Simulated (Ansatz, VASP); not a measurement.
One calculation of HfO2, two programs

INCAR

```
SYSTEM = HfO2
ALGO     = Normal         ! electronic algorithm
EDIFF    = 1E-6           ! SCF threshold, eV
ENCUT    = 600            ! plane-wave cutoff, eV
GGA      = LIBXC          ! functional
GGA_COMPAT= .FALSE.      
ISIF     = 2              ! what is computed and relaxed
ISMEAR   = -1             ! smearing method
LASPH    = .TRUE.         ! aspherical terms in the spheres
LCHARG   = .TRUE.         ! write CHGCAR
LELF     = .TRUE.         ! ELF
LIBXC1   = GGA_X_B88    
LIBXC2   = GGA_C_PBE    
LREAL    = .FALSE.        ! projectors in reciprocal space
LVHAR    = .TRUE.       
LWAVE    = .FALSE.        ! write WAVECAR
NBANDS   = 56             ! bands
NELM     = 120            ! most SCF steps
PREC     = Accurate       ! precision mode
SIGMA    = 0.05           ! smearing width, eV
```

KPOINTS

```
k-points
0
G
  5 6 5
  0 0 0
```

POSCAR

```
HfO2
1.0
    5.2194633600      0.0000000000      0.0000000000
    0.0000000000      5.0047636900      0.0000000000
    0.0000000000      0.0000000000      5.0326850500
Hf O
4 8
Direct
    0.9669940000      0.7325208200      0.7414403500
    0.5330060000      0.7325208200      0.2414403500
    0.4669940000      0.2674791800      0.7414403500
    0.0330060000      0.2674791800      0.2414403500
    0.6321274500      0.9286454000      0.8792672600
    0.8678725500      0.9286454000      0.3792672600
    0.2339485200      0.5398830500      0.4922923900
    0.2660514800      0.5398830500      0.9922923900
    0.7660514800      0.4601169500      0.9922923900
    0.7339485200      0.4601169500      0.4922923900
    0.1321274500      0.0713546000      0.8792672600
    0.3678725500      0.0713546000      0.3792672600
```

Contents of input.yaml:

```yaml
crystal:
  lattice:
    - [5.21946336, 0.0, 0.0]
    - [0.0, 5.00476369, 0.0]
    - [0.0, 0.0, 5.03268505]
  atoms:
    - { symbol: Hf, position: [0.966994, 0.73252082, 0.74144035] }
    - { symbol: Hf, position: [0.533006, 0.73252082, 0.24144035] }
    - { symbol: Hf, position: [0.466994, 0.26747918, 0.74144035] }
    - { symbol: Hf, position: [0.033006, 0.26747918, 0.24144035] }
    - { symbol: O, position: [0.63212745, 0.9286454, 0.87926726] }
    - { symbol: O, position: [0.86787255, 0.9286454, 0.37926726] }
    - { symbol: O, position: [0.23394852, 0.53988305, 0.49229239] }
    - { symbol: O, position: [0.26605148, 0.53988305, 0.99229239] }
    - { symbol: O, position: [0.76605148, 0.46011695, 0.99229239] }
    - { symbol: O, position: [0.73394852, 0.46011695, 0.49229239] }
    - { symbol: O, position: [0.13212745, 0.0713546, 0.87926726] }
    - { symbol: O, position: [0.36787255, 0.0713546, 0.37926726] }
hamiltonian:
  xc: { exchange: b88, correlation: pbe }
  pseudopotentials: { kind: paw }
kpoints:
  mp_grid: { grid: [5, 6, 5] }
  band_path:
    path:
      - [[0.0, 0.0, 0.0], [0.0, 0.5, 0.0], [0.0, 0.5, 0.5], [0.0, 0.0, 0.5], [0.0, 0.0, 0.0], [0.5, 0.0, 0.0], [0.5, 0.5, 0.0], [0.5, 0.5, 0.5], [0.5, 0.0, 0.5], [0.5, 0.0, 0.0]]
      - [[0.0, 0.0, 0.5], [0.5, 0.0, 0.5]]
      - [[0.5, 0.5, 0.0], [0.0, 0.5, 0.0]]
      - [[0.0, 0.5, 0.5], [0.5, 0.5, 0.5]]
    npoints: 10
scf:
  occupations: { method: fermi_dirac, width: 0.05 }
  n_extra_bands: 30
output:
  forces: true
  stress: true
  eigenvalues: true
  fatbands: false
```

Alike in both runs: functional b88 exchange, pbe correlation; k mesh 5 × 6 × 5; occupations fermi-dirac, width 0.05 eV; no spin polarisation.

```csv
,VASP,Ansatz
version,VASP 6.6.1,Ansatz 0.2.0
potentials or method,"VASP PAW PBE potentials, release 64 (Hf_pv, O)",Ansatz PAW
plane-wave cutoff (eV),600,420
valence electrons in the cell,88,152
task,single point,band structure
```

```csv
,VASP,Ansatz,Ansatz less VASP
gap on the k mesh at the Fermi level (eV),4.44,4.49,+0.046
least direct gap on the mesh (eV),4.65,4.68,+0.037
pressure (GPa),5.5,9.2,+3.65
"traceless stress, the component that is largest in VASP (GPa)",0.18,0.18,-0.008
rms of the force components (eV/Å),0.028,0.052,+0.0238
```

VASP's potentials were made for PBE, not for b88 exchange, pbe correlation. Atom by atom the forces differ by 0.029 eV/Å (rms over components). The functional is the same, so the differences come from potentials, cutoffs and numerics. VASP's potentials hold 88 valence electrons a cell and Ansatz's 152, so a difference there can come from the potentials and not from the codes.

Neither program's run includes spin-orbit coupling.
